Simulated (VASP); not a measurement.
# SnTe (Fm-3m) in VASP: a series of runs

SnTe is run at these levels: PBE; tasks: electric field gradients.

Everything below comes from runs of VASP 6.6.1. Logs are shortened: lines on timing, memory, paths and dates and some standing lists are left out, and cuts for length are marked.

**1. The cell of the first run**

The structure is cubic, space group Fm-3m (No. 225). The conventional cell has a = 6.313 Å, b = 6.313 Å, c = 6.313 Å, α = 90.00°, β = 90.00°, γ = 90.00°. Sn (site symmetry m-3m) has 6 Te at 3.16 Å within 4.2 Å. Within 4.2 Å of Te (site symmetry m-3m) lie 6 Sn at 3.16 Å.

**2. Electric field gradients, PBE**

Contents of INCAR:

```
PREC = Accurate ; ENCUT = 520
EDIFF = 1E-8 ; ISMEAR = -1
SIGMA = 0.08 ; LREAL = F
LASPH = T ; NELM = 100
ALGO = Normal ; ISIF = 2
LWAVE = F ; LCHARG = F
GGA = PE ; LEFG = T
NBANDS = 17
```

Contents of KPOINTS:

```
Automatic mesh
0
Gamma
  11 11 11
```

Contents of POSCAR:

```
SnTe
1.0
    0.0000000000      3.1565000000      3.1565000000
    3.1565000000      0.0000000000      3.1565000000
    3.1565000000      3.1565000000      0.0000000000
Sn Te
1 1
Direct
    0.0000000000      0.0000000000      0.0000000000
    0.5000000000      0.5000000000      0.5000000000
```

Potentials or basis: VASP PAW PBE potentials, release 64 (Sn_d, Te).

Run with:

```
$ cat potpaw_PBE.64/Sn_d/POTCAR potpaw_PBE.64/Te/POTCAR > POTCAR
$ mpirun -np 1 vasp_std > vasp.out
```

OUTCAR:

```text
PREC = Accurate
   ENCUT = 520
   EDIFF = 1E-8
   ISMEAR = -1
   LREAL = F
   LASPH = T
   NELM = 100
   ISIF = 2
   GGA = PE

 ion  position               nearest neighbor table
   1  0.000  0.000  0.000-   2 3.16   2 3.16   2 3.16   2 3.16   2 3.16   2 3.16
   2  0.500  0.500  0.500-   1 3.16   1 3.16   1 3.16   1 3.16   1 3.16   1 3.16

  LATTYP: Found a face centered cubic cell.
 ALAT       =     6.3130000000

  Lattice vectors:

 A1 = (   0.0000000000,   3.1565000000,   3.1565000000)
 A2 = (   3.1565000000,   0.0000000000,   3.1565000000)
 A3 = (   3.1565000000,   3.1565000000,   0.0000000000)

Analysis of symmetry for initial positions (statically):
=====================================================================
 Subroutine PRICEL returns:
 Original cell was already a primitive cell.

 Routine SETGRP: Setting up the symmetry group for a
 face centered cubic supercell.

 Subroutine GETGRP returns: Found 48 space group operations
 (whereof 48 operations were pure point group operations)
 out of a pool of 48 trial point group operations.

The static configuration has the point symmetry O_h .

Analysis of symmetry for dynamics (positions and initial velocities):
=====================================================================
 Subroutine PRICEL returns:
 Original cell was already a primitive cell.

 Routine SETGRP: Setting up the symmetry group for a
 face centered cubic supercell.

 Subroutine GETGRP returns: Found 48 space group operations
 (whereof 48 operations were pure point group operations)
 out of a pool of 48 trial point group operations.

The dynamic configuration has the point symmetry O_h .

 Subroutine INISYM returns: Found 48 space group operations
 (whereof 48 operations are pure point group operations),
 and found     1 'primitive' translations

----------------------------------------------------------------------------------------

                                     Primitive cell

  volume of cell :      62.8995

  direct lattice vectors                    reciprocal lattice vectors
     0.000000000  3.156500000  3.156500000    -0.158403295  0.158403295  0.158403295
     3.156500000  0.000000000  3.156500000     0.158403295 -0.158403295  0.158403295
     3.156500000  3.156500000  0.000000000     0.158403295  0.158403295 -0.158403295

  length of vectors
     4.463965110  4.463965110  4.463965110     0.274362555  0.274362555  0.274362555

  position of ions in fractional coordinates (direct lattice)
     0.000000000  0.000000000  0.000000000
     0.500000000  0.500000000  0.500000000

  ion indices of the primitive-cell ions
   primitive index   ion index
                 1           1
                 2           2

----------------------------------------------------------------------------------------

 KPOINTS: Automatic mesh

Automatic generation of k-mesh.
 Grid dimensions read from file:
 generate k-points for:   11   11   11

 Generating k-lattice:

  Cartesian coordinates                     Fractional coordinates (reciprocal lattice)
    -0.014400300  0.014400300  0.014400300     0.090909091  0.000000000  0.000000000
     0.014400300 -0.014400300  0.014400300     0.000000000  0.090909091  0.000000000
     0.014400300  0.014400300 -0.014400300     0.000000000  0.000000000  0.090909091

  Length of vectors
     0.024942050  0.024942050  0.024942050

  Shift w.r.t. Gamma in fractional coordinates (k-lattice)
     0.000000000  0.000000000  0.000000000

 Subroutine IBZKPT returns following result:
 ===========================================

 Found     56 irreducible k-points:

 Following reciprocal coordinates:
            Coordinates               Weight
  0.000000  0.000000  0.000000      1.000000
  0.090909  0.000000  0.000000      8.000000
  0.181818  0.000000  0.000000      8.000000
  0.272727  0.000000  0.000000      8.000000
  0.363636  0.000000  0.000000      8.000000
  0.454545  0.000000  0.000000      8.000000
[... 16 lines left out ...]
 -0.272727  0.181818  0.000000     24.000000
 -0.181818  0.181818  0.000000     12.000000
 [... further k-points ...]
   k-points           NKPTS =     56   k-points in BZ     NKDIM =     56   number of bands    NBANDS=     17
   number of dos      NEDOS =    301   number of ions     NIONS =      2
   total plane-waves  NPLWV =  46656
   dimension x,y,z NGX =    36 NGY =   36 NGZ =   36
   dimension x,y,z NGXF=    72 NGYF=   72 NGZF=   72
   ions per type =               1   1
   NGX,Y,Z   is equivalent  to a cutoff of  13.41, 13.41, 13.41 a.u.
   NGXF,Y,Z  is equivalent  to a cutoff of  26.81, 26.81, 26.81 a.u.
 SYSTEM =  unknown system
   PREC   = accura    normal or accurate (medium, high low for compatibility)
   ISTART =      0    job   : 0-new  1-cont  2-samecut
   ICHARG =      2    charge: 1-file 2-atom 10-const
   ISPIN  =      1    spin polarized calculation?
   LNONCOLLINEAR =      F non collinear calculations
   LSORBIT =      F    spin-orbit coupling
   LASPH  =      T    aspherical Exc in radial PAW
   ENCUT  =  520.0 eV  38.22 Ry    6.18 a.u.   8.30  8.30  8.30*2*pi/ulx,y,z
   NELM   =    100;   NELMIN=  2; NELMDL= -5     # of ELM steps
   EDIFF  = 0.1E-07   stopping-criterion for ELM
   LREAL  =      F    real-space projection
   EDIFFG = 0.1E-06   stopping-criterion for IOM
   NSW    =      0    number of steps for IOM
   IBRION =     -1    ionic relax: 0-MD 1-quasi-New 2-CG
   NFREE  =      0    steps in history (QN), initial steepest desc. (CG)
   ISIF   =      2    stress and relaxation
   ISYM   =      2    0-nonsym 1-usesym 2-fastsym
   POTIM  = 0.5000    time-step for ionic-motion
   TEBEG  =    0.0;   TEEND  =   0.0 temperature during run
   PSTRESS=    0.0 pullay stress
   NELECT =      20.0000    total number of electrons
   NUPDOWN=      -1.0000    fix difference up-down
   EMIN   =  10.00;   EMAX   =-10.00  energy-range for DOS
   EFERMI =   0.00;   METHOD = LEGACY
   ISMEAR =    -1;   SIGMA  =   0.08  broadening in eV -4-tet -1-fermi 0-gaus
   EFERMI_NEDOS =   21; number of points for ismear=-14 and -15
   IALGO  =     38    algorithm
   IMIX   =      4    mixing-type and parameters
     AMIX     =   0.40;   BMIX     =  1.00
     AMIX_MAG =   1.60;   BMIX_MAG =  1.00
  volume/ion in A,a.u.               =      31.45       212.23
  Fermi-wavevector in a.u.,A,eV,Ry     =   1.117384  2.111549 16.987507  1.248547
  Thomas-Fermi vector in A             =   2.254006
   LORBIT       =      0    0 simple, 1 ext, 2 COOP (PROOUT), +10 PAW based schemes
   GGA     = PE    functional components
   LHFCALC =     F    Hartree Fock is set to
   AEXX    =    0.0000 exact exchange contribution
   IVDW    =     0    specifies the selected vdW correction
   LEPSILON=     F    determine dielectric tensor
   LRPA    =     F    only Hartree local field effects (RPA)
 non-spin polarized calculation
  energy-cutoff  :      520.00
  volume of cell :       62.90
 maximum number of plane-waves:      1715
 NGX is ok and might be reduce to    36
   NGX = 17   NGY = 17   NGZ = 17

 number of electron      19.9999999 magnetization

 Free energy of the ion-electron system (eV)
  ---------------------------------------------------
  ext. energy  EPLUGINS =         0.00000000
  ---------------------------------------------------
  free energy    TOTEN  =        -7.54824557 eV

  energy without entropy =       -7.54662872  energy(sigma->0) =       -7.54743715

 E-fermi :   6.9135     XC(G=0):  -9.4695

 val. band max:        6.7481177458   @ k =   0.4545   0.0000   0.0000
 cond. band min:       7.1701409488   @ k =   0.4545   0.0000   0.0000
 fundamental gap:      0.4220232031
 Fermi energy:         6.9135450188

 k-point     1 :       0.0000    0.0000    0.0000
  band No.  band energies     occupation
      1     -15.0087      2.00000
      2     -15.0087      2.00000
      3     -15.0033      2.00000
      4     -15.0033      2.00000
      5     -15.0033      2.00000
      6      -5.8730      2.00000
[... 9 lines left out ...]
     16      11.6511      0.00000
     17      13.7338      0.00000

 k-point     2 :       0.0909    0.0000    0.0000
  band No.  band energies     occupation
      1     -15.0090      2.00000
      2     -15.0090      2.00000
      3     -15.0032      2.00000
      4     -15.0029      2.00000
      5     -15.0029      2.00000
      6      -5.8036      2.00000
[... 9 lines left out ...]
     16      11.8244      0.00000
     17      14.2850      0.00000

 k-point     3 :       0.1818    0.0000    0.0000
  band No.  band energies     occupation
      1     -15.0100      2.00000
      2     -15.0100      2.00000
      3     -15.0028      2.00000
      4     -15.0015      2.00000
      5     -15.0015      2.00000
      6      -5.6013      2.00000
[... 9 lines left out ...]
     16      12.3078      0.00000
     17      15.5243      0.00000

 k-point     4 :       0.2727    0.0000    0.0000
  band No.  band energies     occupation
      1     -15.0115      2.00000
      2     -15.0115      2.00000
      3     -15.0024      2.00000
      4     -14.9996      2.00000
      5     -14.9996      2.00000
      6      -5.2895      2.00000
[... 9 lines left out ...]
     16      13.0718      0.00000
     17      17.0820      0.00000

 k-point     5 :       0.3636    0.0000    0.0000
  band No.  band energies     occupation
      1     -15.0129      2.00000
      2     -15.0129      2.00000
      3     -15.0020      2.00000
      4     -14.9977      2.00000
      5     -14.9977      2.00000
      6      -4.9265      2.00000
[... 9 lines left out ...]
     16      14.0863      0.00000
     17      17.3106      0.00000

 k-point     6 :       0.4545    0.0000    0.0000
  band No.  band energies     occupation
      1     -15.0137      2.00000
      2     -15.0137      2.00000
      3     -15.0018      2.00000
      4     -14.9966      2.00000
      5     -14.9966      2.00000
      6      -4.6478      2.00000
[... 9 lines left out ...]
     16      15.2895      0.00000
     17      16.0450      0.00000
[... 281 lines left out ...]
 k-point    21 :      -0.4545    0.1818    0.0000
  band No.  band energies     occupation
      1     -15.0165      2.00000
      2     -15.0114      2.00000
      3     -15.0010      2.00000
      4     -14.9975      2.00000
      5     -14.9958      2.00000
      6      -4.4761      2.00000
[... 9 lines left out ...]
     16      15.2080      0.00000
     17      16.9698      0.00000

 k-point    22 :      -0.3636    0.1818    0.0000
  band No.  band energies     occupation
      1     -15.0150      2.00000
      2     -15.0124      2.00000
      3     -15.0005      2.00000
      4     -14.9977      2.00000
      5     -14.9968      2.00000
      6      -4.5695      2.00000
[... 9 lines left out ...]
     16      14.2527      0.00000
     17      17.0945      0.00000

 k-point    23 :      -0.2727    0.1818    0.0000
  band No.  band energies     occupation
      1     -15.0130      2.00000
      2     -15.0126      2.00000
      3     -15.0011      2.00000
      4     -14.9985      2.00000
      5     -14.9978      2.00000
      6      -4.8612      2.00000
[... 9 lines left out ...]
     16      15.4705      0.00000
     17      16.1171      0.00000

 k-point    24 :      -0.1818    0.1818    0.0000
  band No.  band energies     occupation
      1     -15.0122      2.00000
      2     -15.0112      2.00000
      3     -15.0021      2.00000
      4     -15.0001      2.00000
      5     -14.9985      2.00000
      6      -5.1886      2.00000
[... 9 lines left out ...]
     16      14.7467      0.00000
     17      14.8857      0.00000

 [... further k-points ...]
[... 5 lines left out ...]
  --------------------------------------------------------------------------------------
  -------------------------------------------------------------------------------------
  Total        0.7881628      0.7881628      0.7881628      0.0000000     -0.0000000      0.0000000
  in kB       20.0760903     20.0760903     20.0760903      0.0000000     -0.0000000      0.0000000
  external PRESSURE =      20.0760903 kB  Pullay stress =       0.0000000 kB

 VOLUME and BASIS-vectors are now :
 -----------------------------------------------------------------------------
  energy-cutoff  :      520.00
  volume of cell :       62.90
      direct lattice vectors                 reciprocal lattice vectors
     0.000000000  3.156500000  3.156500000    -0.158403295  0.158403295  0.158403295
     3.156500000  0.000000000  3.156500000     0.158403295 -0.158403295  0.158403295
     3.156500000  3.156500000  0.000000000     0.158403295  0.158403295 -0.158403295

 POSITION                                       TOTAL-FORCE (eV/Angst)
 -----------------------------------------------------------------------------------
      0.00000      0.00000      0.00000         0.000000      0.000000      0.000000
      3.15650      3.15650      3.15650        -0.000000      0.000000     -0.000000
 -----------------------------------------------------------------------------------
    total drift:                               -0.000000      0.000000      0.000000

  FREE ENERGIE OF THE ION-ELECTRON SYSTEM (eV)
  ---------------------------------------------------
  free  energy   TOTEN  =        -7.5482455722 eV

  energy  without entropy=       -7.5466287230  energy(sigma->0) =       -7.54743715

 Electric field gradients (V/A^2)
---------------------------------------------------------------------
 ion       V_xx      V_yy      V_zz      V_xy      V_xz      V_yz
---------------------------------------------------------------------
   1      -0.000     0.000     0.000    -0.002    -0.002    -0.002
   2       0.000     0.000     0.000     0.000     0.000     0.000
---------------------------------------------------------------------

 Electric field gradients after diagonalization (V/A^2)
 (convention: |V_zz| > |V_xx| > |V_yy|)
----------------------------------------------------------------------
 ion       V_xx      V_yy      V_zz     asymmetry (V_yy - V_xx)/ V_zz
----------------------------------------------------------------------
   1       0.002     0.002    -0.004       0.000
   2      -0.000    -0.000     0.000       0.000
----------------------------------------------------------------------

           NMR quadrupolar parameters

 Cq : quadrupolar parameter    Cq=e*Q*V_zz/h
 eta: asymmetry parameters     (V_yy - V_xx)/ V_zz
 Q  : nuclear electric quadrupole moment in mb (millibarn)
----------------------------------------------------------------------
 ion       Cq(MHz)       eta       Q (mb)
----------------------------------------------------------------------
   1      -0.000       0.000       1.000
   2       0.000       0.000       1.000
----------------------------------------------------------------------
```

Wall time 32 s (1 thread of Intel Xeon 6975P-C (Granite Rapids), shared host); peak memory 0.23 GiB.

Results:

```
Free energy : -7.5482 eV
Pressure    : 2.0 GPa
```

Levels at points of the mesh, in eV from the Fermi level:
| k point | band 8 | band 9 | band 10 | band 11 | band 12 | band 13 |
| --- | --- | --- | --- | --- | --- | --- |
| (0.00, 0.00, 0.00) | -2.15 | -2.15 | -2.15 | 3.32 | 3.32 | 3.32 |

Caveat: this odd mesh misses L, where the gap lies, so gap, dielectric constants and Born charges aren't listed; without QUAD_EFG the Cq values of the log hold for a quadrupole moment of 1 mb, not for the nuclei; spin-orbit coupling is left out, which moves the levels of the heavy elements.

(Continued in part 2 of 2.)
